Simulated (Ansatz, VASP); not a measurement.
## One calculation of Cd, two programs

The input POSCAR:

```
Cd
1.0
    2.9509006248      0.0000000000      0.0000000000
   -1.4754503124      2.5555549051      0.0000000000
    0.0000000000      0.0000000000      5.8838547497
Cd
2
Direct
    0.3333333333      0.6666666667      0.2500000000
    0.6666666667      0.3333333333      0.7500000000
```

File INCAR.step1:

```
PREC     = Accurate       # precision mode
ENCUT    = 520            # plane-wave cutoff, eV
ISMEAR   = 1              # smearing method
SIGMA    = 0.2            # smearing width, eV
LREAL    = F              # projectors in reciprocal space
LASPH    = T              # aspherical terms in the spheres
NELM     = 100            # most SCF steps
NBANDS   = 19             # bands
GGA      = PE             # functional
ALGO     = Normal         # electronic algorithm
EDIFF    = 1E-4           # SCF threshold, eV
LWAVE    = T              # write WAVECAR
LCHARG   = F              # write CHGCAR
```

Contents of INCAR.step2:

```
PREC     = Accurate       # precision mode
ENCUT    = 520            # plane-wave cutoff, eV
EDIFF    = 1E-6           # SCF threshold, eV
ISMEAR   = 1              # smearing method
SIGMA    = 0.2            # smearing width, eV
LREAL    = F              # projectors in reciprocal space
LASPH    = T              # aspherical terms in the spheres
NELM     = 100            # most SCF steps
ALGO     = Normal         # electronic algorithm
ISIF     = 2              # what is computed and relaxed
LWAVE    = F              # write WAVECAR
LCHARG   = F              # write CHGCAR
METAGGA  = R2SCAN         # meta-GGA
LMIXTAU  = T            
NBANDS   = 19             # bands
ISTART   = 1
```

KPOINTS

```
regular mesh
0
Gamma
  12 12 6
```

Input for Ansatz:

```yaml
crystal:
  lattice:
    - [2.9509006248, 0.0, 0.0]
    - [-1.4754503124, 2.5555549051, 0.0]
    - [0.0, 0.0, 5.8838547497]
  atoms:
    - { symbol: Cd, position: [0.3333333333, 0.6666666667, 0.25] }
    - { symbol: Cd, position: [0.6666666667, 0.3333333333, 0.75] }
hamiltonian:
  xc: r2scan
  pseudopotentials:
    kind: paw
    azcp:
      Cd: "pseudopotentials/Cd.paw.azcp"
basis:
  ecutwfc: 500
  fft_grid_basis: typed
kpoints:
  mp_grid: { grid: [12, 12, 6], shift: [0, 0, 0] }
magnetization:
  spin_polarized: false
scf:
  occupations: { method: methfessel_paxton, width: 0.2 }
  lower_state_search: "off"
output:
  stress: true
```

Alike in both runs: task single point; functional r2SCAN; k mesh 12 × 12 × 6; occupations methfessel-paxton of order 1, width 0.2 eV; no spin polarisation.

|  | VASP | Ansatz |
| --- | --- | --- |
| version | VASP 6.6.1 | Ansatz 0.2.0 |
| potentials or method | VASP PAW PBE potentials, release 64 (Cd), cutoff 520 eV | plane waves (500 eV) with PAW, scalar-relativistic |
| valence electrons in the cell | 24 | 40 |

```csv
,VASP,Ansatz,Ansatz less VASP
pressure (GPa),0.4,0.0,-0.36
"traceless stress, the component that is largest in VASP (GPa)",-0.23,-0.06,+0.175
```

VASP's potentials were made for PBE, not for r2SCAN. VASP's potentials hold 24 valence electrons a cell and Ansatz's 40, so a difference there can come from the potentials and not from the codes.
